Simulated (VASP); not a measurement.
Input of a VASP 6.6.1 run:

Contents of INCAR:

```
SYSTEM = BeAu3
PREC     = Accurate       ! precision mode
ENCUT    = 520            ! plane-wave cutoff, eV
EDIFF    = 1E-6           ! SCF threshold, eV
ISMEAR   = -1             ! smearing method
SIGMA    = 0.05           ! smearing width, eV
LREAL    = .False.        ! projectors in reciprocal space
LASPH    = .True.         ! aspherical terms in the spheres
NELM     = 100            ! most SCF steps
ALGO     = Normal         ! electronic algorithm
ISIF     = 2              ! what is computed and relaxed
LWAVE    = .False.        ! write WAVECAR
LCHARG   = .False.        ! write CHGCAR
GGA      = PE             ! functional
NBANDS   = 26             ! bands
```

File KPOINTS:

```
regular mesh
0
Gamma
  7 7 7
  0 0 0
```

File POSCAR:

```
BeAu3
1.0
    3.9847809874      0.0000000000      0.0000000000
    0.0000000000      3.9847809874      0.0000000000
    0.0000000000      0.0000000000      3.9847809874
Au Be
3 1
Direct
    0.5000000000      0.5000000000      0.0000000000
    0.5000000000      0.0000000000      0.5000000000
    0.0000000000      0.5000000000      0.5000000000
    0.0000000000      0.0000000000      0.0000000000
```

Potentials or basis: VASP PAW PBE potentials, release 64 (Au, Be).

Run with:

```sh
$ cat potpaw_PBE.64/Au/POTCAR potpaw_PBE.64/Be/POTCAR > POTCAR
$ mpirun -np 1 vasp_std > vasp.out
```

Question: What does it give for the pressure?

Answer: 1.4 GPa.

Question: What does it give for the band gap on the k mesh?

Answer: Zero (an odd number of electrons rules out a gap without spin polarisation).

Caveat: spin-orbit coupling is left out, which moves the levels of the heavy elements.
